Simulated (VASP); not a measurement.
Input of a VASP 6.6.1 run:

File INCAR:

```
SYSTEM = C
PREC = Accurate
ENCUT = 520
EDIFF = 1E-7
ISMEAR = -1
SIGMA = 0.05
LREAL = .FALSE.
LASPH = .TRUE.
NELM = 100
ALGO = Normal
ISIF = 2
LWAVE = .FALSE.
LCHARG = .FALSE.
GGA = B5
ALDAX = 1.0
AGGAX = 1.0
AGGAC = 1.0
ALDAC = 0.0
NBANDS = 26
```

KPOINTS

```
regular mesh
0
G
  12 12 4
  0 0 0
```

POSCAR

```
C
1.0
    2.4880133891      0.0000000000      0.0000000000
   -1.2440066945      2.1546827999      0.0000000000
    0.0000000000      0.0000000000      8.1257741910
C
8
Direct
    0.6666666667      0.3333333333      0.8437500000
    0.3333333333      0.6666666667      0.3437500000
    0.6666666667      0.3333333333      0.6562500000
    0.3333333333      0.6666666667      0.1562500000
    0.0000000000      0.0000000000      0.9062500000
    0.0000000000      0.0000000000      0.4062500000
    0.0000000000      0.0000000000      0.5937500000
    0.0000000000      0.0000000000      0.0937500000
```

Potentials or basis: VASP PAW PBE potentials, release 64 (C).

The run is started by

```sh
$ cat potpaw_PBE.64/C/POTCAR > POTCAR
$ mpirun -np 1 vasp_std > vasp.out
```

(1) What does it give for the pressure?

(2) Predict the largest force.

(3) Predict the band gap on the k mesh.

Answers

(1) 32.2 GPa.

(2) 0.367 eV/Å.

(3) 4.87 eV (least direct gap 5.45 eV).

Caveat: the cell stands under pressure; the PAW data sets were made with another functional, which shifts forces and pressure a little.
